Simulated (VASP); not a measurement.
Write the native input for VASP 6.6.1 that does the following.

- Task: single point
- Functional: BLYP
- Potentials or basis: VASP PAW PBE potentials, release 64 (Sn_d, O)
- Cutoff: 520 eV
- k mesh: 10 × 10 × 10
- Occupations: fermi-dirac, width 0.05 eV
- Spin: no spin polarisation
- Dipole correction: no
- Further INCAR settings: ALGO = Normal; EDIFF = 1e-06; NBANDS = 20

The structure of SnO2 lies in POSCAR:

```
SnO2
1.0
    1.6170930752      0.9336291223      4.8005925840
   -1.6170930752      0.9336291223      4.8005925840
    0.0000000000     -1.8672582446      4.8005925840
Sn O
1 2
Direct
    0.5000000000      0.5000000000      0.5000000000
    0.7628300000      0.7628300000      0.7628300000
    0.2371700000      0.2371700000      0.2371700000
```

One way to write it, as run:

INCAR

```
  AGGAC = 1.0
  AGGAX = 1.0
  ALDAC = 0.0
  ALDAX = 1.0
  ALGO = Normal
  EDIFF = 1E-6
  ENCUT = 520
  GGA = B5
  ISIF = 2
  ISMEAR = -1
  LASPH = True
  LCHARG = False
  LREAL = False
  LWAVE = False
  NBANDS = 20
  NELM = 80
  PREC = Accurate
  SIGMA = 0.05
```

KPOINTS

```
k-points
0
Gamma
  10 10 10
```

Potentials or basis: VASP PAW PBE potentials, release 64 (Sn_d, O).

The run is started by

```console
$ cat potpaw_PBE.64/Sn_d/POTCAR potpaw_PBE.64/O/POTCAR > POTCAR
$ mpirun -np 1 vasp_std > vasp.out
```

Results of the run:

```yaml
Pressure: 4.4 GPa
Largest_force: 0.093 eV/Å
Band_gap_on_the_k_mesh: 1.91 eV, indirect (least direct gap 2.02 eV)
```

Caveat: the PAW data sets were made with another functional, which shifts forces and pressure a little; spin-orbit coupling is left out, which moves the levels of the heavy elements.

It took 2.5 min on 1 thread of Intel(R) Xeon(R) 6975P-C (Granite Rapids), with other jobs on the host, peak memory 0.29 GiB.
